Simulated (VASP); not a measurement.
Wanted: the native input for a VASP 6.6.1 run.

```yaml
Task: single point
Functional: LDA
Potentials_or_basis: VASP PAW LDA potentials, release 64 (Al, N)
Cutoff: 600 eV
k_mesh: 7 × 7 × 7
Occupations: gaussian, width 0.01 eV
Spin: no spin polarisation
Dipole_correction: no
Further_INCAR_settings: ALGO = Normal; EDIFF = 1e-06; NBANDS = 11
```

The structure of AlN lies in POSCAR:

```
AlN
1.0
    0.0000000000      2.1711610530      2.1711610530
    2.1711610530      0.0000000000      2.1711610530
    2.1711610530      2.1711610530      0.0000000000
Al N
1 1
Direct
    0.0000000000      0.0000000000      0.0000000000
    0.7500000000      0.7500000000      0.7500000000
```

The input as run:

INCAR

```
SYSTEM = AlN
ALGO     = Normal         ! electronic algorithm
EDIFF    = 1E-6           ! SCF threshold, eV
ENCUT    = 600            ! plane-wave cutoff, eV
GGA_COMPAT= .FALSE.      
ISIF     = 2              ! what is computed and relaxed
ISMEAR   = 0              ! smearing method
LASPH    = .TRUE.         ! aspherical terms in the spheres
LCHARG   = .FALSE.        ! write CHGCAR
LREAL    = .FALSE.        ! projectors in reciprocal space
LWAVE    = .FALSE.        ! write WAVECAR
NBANDS   = 11             ! bands
NELM     = 120            ! most SCF steps
PREC     = Accurate       ! precision mode
SIGMA    = 0.01           ! smearing width, eV
```

KPOINTS

```
k-points
0
G
  7 7 7
  0 0 0
```

Potentials or basis: VASP PAW LDA potentials, release 64 (Al, N).

Command:

```bash
$ cat potpaw_LDA.64/Al/POTCAR potpaw_LDA.64/N/POTCAR > POTCAR
$ mpirun -np 1 vasp_std > vasp.out
```

Results of the run:

```yaml
Pressure: 0.5 GPa
Band_gap_on_the_k_mesh: 3.54 eV, indirect (least direct gap 4.39 eV)
```

Run time: 12 s on 1 thread of Intel Xeon 8259CL (shared host), peak memory 0.13 GiB.
